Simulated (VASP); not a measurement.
# NaCl (Fm-3m) in VASP: settings compared

NaCl is run at these levels: PBE, LDA; tasks: single point.

Everything below comes from runs of VASP 6.6.1. Logs are shortened: lines on timing, memory, paths and dates and some standing lists are left out, and cuts for length are marked.

### 1 The cell of the first run

It takes space group Fm-3m (No. 225, cubic). The conventional cell has a = 5.605 Å, b = 5.605 Å, c = 5.605 Å, α = 90.00°, β = 90.00°, γ = 90.00°. Within 3.7 Å of Na (site symmetry m-3m) lie 6 Cl at 2.80 Å. Within 3.7 Å of Cl (site symmetry m-3m) lie 6 Na at 2.80 Å.

### 2 Single point, PBE

INCAR reads:

```
PREC = Accurate ; ENCUT = 520
EDIFF = 1E-7 ; ISMEAR = 0
SIGMA = 0.01 ; LREAL = F
LASPH = T ; NELM = 100
ALGO = Normal ; ISIF = 2
LWAVE = F ; LCHARG = F
GGA = PE ; NBANDS = 14
```

KPOINTS reads:

```
regular mesh
0
Gamma
  8 8 8
```

POSCAR reads:

```
NaCl
1.0
    0.0000000000      2.8026988303      2.8026988303
    2.8026988303      0.0000000000      2.8026988303
    2.8026988303      2.8026988303      0.0000000000
Na Cl
1 1
Direct
    0.0000000000      0.0000000000      0.0000000000
    0.5000000000      0.5000000000      0.5000000000
```

Potentials or basis: VASP PAW PBE potentials, release 64 (Na_pv, Cl).

Run with:

```sh
> cat potpaw_PBE.64/Na_pv/POTCAR potpaw_PBE.64/Cl/POTCAR > POTCAR
> mpirun -np 1 vasp_std > vasp.out
```

OUTCAR:

```text
PREC = Accurate
   ENCUT = 520
   EDIFF = 1E-7
   ISMEAR = 0
   LREAL = F
   LASPH = T
   NELM = 100
   ISIF = 2
   GGA = PE

 ion  position               nearest neighbor table
   1  0.000  0.000  0.000-
   2  0.500  0.500  0.500-

  LATTYP: Found a face centered cubic cell.
 ALAT       =     5.6053976606

  Lattice vectors:

 A1 = (   0.0000000000,   2.8026988303,   2.8026988303)
 A2 = (   2.8026988303,   0.0000000000,   2.8026988303)
 A3 = (   2.8026988303,   2.8026988303,   0.0000000000)

Analysis of symmetry for initial positions (statically):
=====================================================================
 Subroutine PRICEL returns:
 Original cell was already a primitive cell.

 Routine SETGRP: Setting up the symmetry group for a
 face centered cubic supercell.

 Subroutine GETGRP returns: Found 48 space group operations
 (whereof 48 operations were pure point group operations)
 out of a pool of 48 trial point group operations.

The static configuration has the point symmetry O_h .

Analysis of symmetry for dynamics (positions and initial velocities):
=====================================================================
 Subroutine PRICEL returns:
 Original cell was already a primitive cell.

 Routine SETGRP: Setting up the symmetry group for a
 face centered cubic supercell.

 Subroutine GETGRP returns: Found 48 space group operations
 (whereof 48 operations were pure point group operations)
 out of a pool of 48 trial point group operations.

The dynamic configuration has the point symmetry O_h .

 Subroutine INISYM returns: Found 48 space group operations
 (whereof 48 operations are pure point group operations),
 and found     1 'primitive' translations

----------------------------------------------------------------------------------------

                                     Primitive cell

  volume of cell :      44.0311

  direct lattice vectors                    reciprocal lattice vectors
     0.000000000  2.802698830  2.802698830    -0.178399475  0.178399475  0.178399475
     2.802698830  0.000000000  2.802698830     0.178399475 -0.178399475  0.178399475
     2.802698830  2.802698830  0.000000000     0.178399475  0.178399475 -0.178399475

  length of vectors
     3.963614697  3.963614697  3.963614697     0.308996955  0.308996955  0.308996955

  position of ions in fractional coordinates (direct lattice)
     0.000000000  0.000000000  0.000000000
     0.500000000  0.500000000  0.500000000
[... 81 lines left out ...]
   IBRION =     -1    ionic relax: 0-MD 1-quasi-New 2-CG
   NFREE  =      0    steps in history (QN), initial steepest desc. (CG)
   ISIF   =      2    stress and relaxation
   ISYM   =      2    0-nonsym 1-usesym 2-fastsym
   POTIM  = 0.5000    time-step for ionic-motion
   TEBEG  =    0.0;   TEEND  =   0.0 temperature during run
   PSTRESS=    0.0 pullay stress
   NELECT =      14.0000    total number of electrons
   NUPDOWN=      -1.0000    fix difference up-down
   EMIN   =  10.00;   EMAX   =-10.00  energy-range for DOS
   EFERMI =   0.00;   METHOD = LEGACY
   ISMEAR =     0;   SIGMA  =   0.01  broadening in eV -4-tet -1-fermi 0-gaus
   EFERMI_NEDOS =   21; number of points for ismear=-14 and -15
   IALGO  =     38    algorithm
   IMIX   =      4    mixing-type and parameters
     AMIX     =   0.40;   BMIX     =  1.00
     AMIX_MAG =   1.60;   BMIX_MAG =  1.00
  volume/ion in A,a.u.               =      22.02       148.57
  Fermi-wavevector in a.u.,A,eV,Ry     =   1.117372  2.111527 16.987145  1.248520
  Thomas-Fermi vector in A             =   2.253994
   LORBIT       =      0    0 simple, 1 ext, 2 COOP (PROOUT), +10 PAW based schemes
   GGA     = PE    functional components
   LHFCALC =     F    Hartree Fock is set to
   AEXX    =    0.0000 exact exchange contribution
   IVDW    =     0    specifies the selected vdW correction
   LEPSILON=     F    determine dielectric tensor
   LRPA    =     F    only Hartree local field effects (RPA)
 non-spin polarized calculation
 Gauss-broadening in eV      SIGMA  =   0.01
  energy-cutoff  :      520.00
  volume of cell :       44.03
 maximum number of plane-waves:      1243
 NGX is ok and might be reduce to    30
   NGX = 15   NGY = 15   NGZ = 15

 number of electron      14.0000003 magnetization

 Free energy of the ion-electron system (eV)
  ---------------------------------------------------
  ext. energy  EPLUGINS =         0.00000000
  ---------------------------------------------------
  free energy    TOTEN  =        -6.76942226 eV

  energy without entropy =       -6.76942226  energy(sigma->0) =       -6.76942226

 E-fermi :  -0.5543     XC(G=0):  -8.2452

 val. band max:       -0.6237704456   @ k =   0.0000   0.0000   0.0000
 cond. band min:       4.5559900529   @ k =   0.0000   0.0000   0.0000
 fundamental gap:      5.1797604985
 Fermi energy:        -0.5543241782

 k-point     1 :       0.0000    0.0000    0.0000
  band No.  band energies     occupation
      1     -21.4066      2.00000
      2     -21.4066      2.00000
      3     -21.4066      2.00000
      4     -13.3247      2.00000
      5      -0.6238      2.00000
      6      -0.6238      2.00000
      7      -0.6238      2.00000
      8       4.5560      0.00000
      9      10.5156      0.00000
     10      10.5156      0.00000
     11      10.5156      0.00000
     12      12.7003      0.00000
     13      12.7003      0.00000
     14      14.3386      0.00000
[... 377 lines left out ...]
      1     -21.4322      2.00000
      2     -21.4154      2.00000
      3     -21.4113      2.00000
      4     -12.9355      2.00000
      5      -2.3221      2.00000
      6      -1.4098      2.00000
      7      -1.0490      2.00000
      8       7.7546      0.00000
      9       8.9981      0.00000
     10       9.7151      0.00000
     11      11.1777      0.00000
     12      13.8235      0.00000
     13      15.1109      0.00000
     14      16.1234      0.00000

 [... further k-points ...]
[... 5 lines left out ...]
  --------------------------------------------------------------------------------------
  -------------------------------------------------------------------------------------
  Total        0.3405380      0.3405380      0.3405380     -0.0000000     -0.0000000      0.0000000
  in kB       12.3912994     12.3912994     12.3912994     -0.0000000     -0.0000000      0.0000000
  external PRESSURE =      12.3912994 kB  Pullay stress =       0.0000000 kB

 VOLUME and BASIS-vectors are now :
 -----------------------------------------------------------------------------
  energy-cutoff  :      520.00
  volume of cell :       44.03
      direct lattice vectors                 reciprocal lattice vectors
     0.000000000  2.802698830  2.802698830    -0.178399475  0.178399475  0.178399475
     2.802698830  0.000000000  2.802698830     0.178399475 -0.178399475  0.178399475
     2.802698830  2.802698830  0.000000000     0.178399475  0.178399475 -0.178399475

 POSITION                                       TOTAL-FORCE (eV/Angst)
 -----------------------------------------------------------------------------------
      0.00000      0.00000      0.00000         0.000000     -0.000000      0.000000
      2.80270      2.80270      2.80270        -0.000000      0.000000     -0.000000
 -----------------------------------------------------------------------------------
    total drift:                               -0.000000      0.000000      0.000000

  FREE ENERGIE OF THE ION-ELECTRON SYSTEM (eV)
  ---------------------------------------------------
  free  energy   TOTEN  =        -6.7694222606 eV

  energy  without entropy=       -6.7694222606  energy(sigma->0) =       -6.76942226
```

It took 18 s on 1 thread of Intel Xeon 6975P-C, shared host; peak memory 0.17 GiB.

What came out:

| Quantity | Value |
| --- | --- |
| Free energy | -6.7694 eV |
| Pressure | 1.2 GPa |
| Band gap on the k mesh | 5.18 eV, direct |

Levels at points of the mesh, in eV from the valence-band top:
```csv
k point,band 4,band 5,band 6,band 7,band 8,band 9,band 10,band 11
"(0.00, 0.00, 0.00)",-12.70,0.00,0.00,0.00,5.18,11.14,11.14,11.14
"(0.50, 0.00, 0.00)",-12.34,-1.98,-0.27,-0.27,7.31,10.78,11.02,11.02
"(0.50, 0.50, 0.00)",-12.30,-1.71,-0.61,-0.61,7.59,8.06,11.45,14.94
```

### 3 Single point, LDA

INCAR reads:

```
SYSTEM = NaCl
PREC     = Accurate       ! precision mode
ENCUT    = 520            ! plane-wave cutoff, eV
EDIFF    = 1E-6           ! SCF threshold, eV
ISMEAR   = 0              ! smearing method
SIGMA    = 0.01           ! smearing width, eV
LREAL    = .FALSE.        ! projectors in reciprocal space
LASPH    = .TRUE.         ! aspherical terms in the spheres
NELM     = 80             ! most SCF steps
ALGO     = Normal         ! electronic algorithm
ISIF     = 2              ! what is computed and relaxed
LWAVE    = .FALSE.        ! write WAVECAR
LCHARG   = .FALSE.        ! write CHGCAR
GGA      = CA             ! functional
NBANDS   = 14             ! bands
```

KPOINTS reads:

```
Automatic mesh
0
G
  8 8 8
  0 0 0
```

POSCAR is that of step 2.

Potentials or basis: VASP PAW LDA potentials, release 64 (Na_pv, Cl).

Run with:

```sh
> cat potpaw_LDA.64/Na_pv/POTCAR potpaw_LDA.64/Cl/POTCAR > POTCAR
> mpirun -np 1 vasp_std > vasp.out
```

OUTCAR:

```text
SYSTEM = NaCl
   PREC = Accurate
   ENCUT = 520
   EDIFF = 1E-6
   ISMEAR = 0
   LREAL = .FALSE.
   LASPH = .TRUE.
   NELM = 80
   ISIF = 2
   GGA = CA

 ion  position               nearest neighbor table
   1  0.000  0.000  0.000-
   2  0.500  0.500  0.500-

  LATTYP: Found a face centered cubic cell.
 ALAT       =     5.6053976606

  Lattice vectors:

 A1 = (   0.0000000000,   2.8026988303,   2.8026988303)
 A2 = (   2.8026988303,   0.0000000000,   2.8026988303)
 A3 = (   2.8026988303,   2.8026988303,   0.0000000000)

[... 584 lines left out ...]
     10       9.1596      0.00000
     11      10.6495      0.00000
     12      13.2935      0.00000
     13      14.5764      0.00000
     14      15.7849      0.00000

 [... further k-points ...]
[... 5 lines left out ...]
  --------------------------------------------------------------------------------------
  -------------------------------------------------------------------------------------
  Total       -0.5596739     -0.5596739     -0.5596739      0.0000000      0.0000000      0.0000000
  in kB      -20.3650911    -20.3650911    -20.3650911      0.0000000      0.0000000      0.0000000
  external PRESSURE =     -20.3650911 kB  Pullay stress =       0.0000000 kB

 VOLUME and BASIS-vectors are now :
 -----------------------------------------------------------------------------
  energy-cutoff  :      520.00
  volume of cell :       44.03
      direct lattice vectors                 reciprocal lattice vectors
     0.000000000  2.802698830  2.802698830    -0.178399475  0.178399475  0.178399475
     2.802698830  0.000000000  2.802698830     0.178399475 -0.178399475  0.178399475
     2.802698830  2.802698830  0.000000000     0.178399475  0.178399475 -0.178399475

 POSITION                                       TOTAL-FORCE (eV/Angst)
 -----------------------------------------------------------------------------------
      0.00000      0.00000      0.00000         0.000000      0.000000     -0.000000
      2.80270      2.80270      2.80270         0.000000      0.000000      0.000000
 -----------------------------------------------------------------------------------
    total drift:                               -0.000000      0.000000      0.000000

  FREE ENERGIE OF THE ION-ELECTRON SYSTEM (eV)
  ---------------------------------------------------
  free  energy   TOTEN  =        -7.3676320718 eV

  energy  without entropy=       -7.3676320718  energy(sigma->0) =       -7.36763207
```

It took 14 s on 1 thread of Intel Xeon 6975P-C, shared host; peak memory 0.15 GiB.

Results:

| Property | Result |
| --- | --- |
| Free energy | -7.3676 eV |
| Pressure | -2.0 GPa |
| Band gap on the k mesh | 4.77 eV, direct |

LDA gaps usually lie below the measured ones, often by a third to a half.
